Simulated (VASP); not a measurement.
Set up this calculation in VASP 6.6.1, as the native input.

| Quantity | Value |
| --- | --- |
| Task | relaxation of cell and atoms |
| Functional | PBE-based screened hybrid with 25 % exact exchange |
| Potentials or basis | VASP PAW PBE potentials, release 64 (Te, Sn_d) |
| Cutoff | 600 eV |
| k mesh | 4 × 4 × 4 |
| Occupations | fermi-dirac, width 0.05 eV |
| Spin | no spin polarisation |
| Dipole correction | no |
| Grid for exact exchange (PRECFOCK) | Normal |
| Share of exact exchange | 0.25 |
| Further INCAR settings | ALGO = Normal; EDIFF = 1e-06; IBRION = 2; EDIFFG = -0.01; NSW = 60; ISIF = 3 |
| Screening parameter | 0.3 1/Å |

Crystal: SnTe.

```
Te Sn
1.0
     3.90470    0.00000    0.00000
     0.00000    3.90470    0.00000
     0.00000    0.00000    3.90470
Te Sn
1 1
Direct
  0.50000 0.50000 0.50000
  0.00000 0.00000 0.00000
```

The input as run:

POSCAR

```
SnTe
1.0
    3.9047000000      0.0000000000      0.0000000000
    0.0000000000      3.9047000000      0.0000000000
    0.0000000000      0.0000000000      3.9047000000
Te Sn
1 1
Direct
    0.5000000000      0.5000000000      0.5000000000
    0.0000000000      0.0000000000      0.0000000000
```

INCAR.step1

```
SYSTEM = SnTe
PREC = Accurate
ENCUT = 600
EDIFF = 1E-5
ISMEAR = -1
SIGMA = 0.05
LREAL = .FALSE.
LASPH = .TRUE.
NELM = 60
ALGO = Normal
LWAVE = .TRUE.
LCHARG = .FALSE.
GGA = PE
NBANDS = 17
```

INCAR.step2

```
SYSTEM = SnTe
PREC = Accurate
ENCUT = 600
EDIFF = 1E-6
ISMEAR = -1
SIGMA = 0.05
LREAL = .FALSE.
LASPH = .TRUE.
NELM = 60
ALGO = Normal
ISIF = 3
LWAVE = .FALSE.
LCHARG = .FALSE.
GGA = PE
LHFCALC = .TRUE.
AEXX = 0.25
HFSCREEN = 0.3
PRECFOCK = Normal
IBRION = 2
NSW = 60
EDIFFG = -0.01
ISTART = 1
```

KPOINTS

```
Automatic mesh
0
G
  4 4 4
  0 0 0
```

Potentials or basis: VASP PAW PBE potentials, release 64 (Te, Sn_d).

Launch:

```bash
$ cat potpaw_PBE.64/Te/POTCAR potpaw_PBE.64/Sn_d/POTCAR > POTCAR
$ cp INCAR.step1 INCAR
$ mpirun -np 1 vasp_std > vasp.out
$ cp INCAR.step2 INCAR
$ mpirun -np 1 vasp_std > vasp.out
```

Results of the run:

- Relaxed volume: 28.94 Å³/atom
- Relaxed cell: a = 3.868 Å, b = 3.868 Å, c = 3.868 Å, α = 90.00°, β = 90.00°, γ = 90.00°
- Space group after relaxing (to 0.1 Å): Pm-3m (No. 221)
- Energy gained by relaxing: 2.7 meV/atom
- Ionic steps: 3
- Pressure after relaxing: 0.0 GPa
- Band gap on the k mesh: zero (bands 10 and 11 overlap by 1.68 eV)

Caveat: the k points lie up to 0.41 Å⁻¹ apart in the final cell, too coarse for converged energies and pressures of a metal; the PAW data sets were made with another functional, which shifts forces and pressure a little; spin-orbit coupling is left out, which moves the levels of the heavy elements.

Wall time 16 min on 1 thread of AMD EPYC 9R45 (Zen 5) (shared host), peak memory 0.27 GiB.
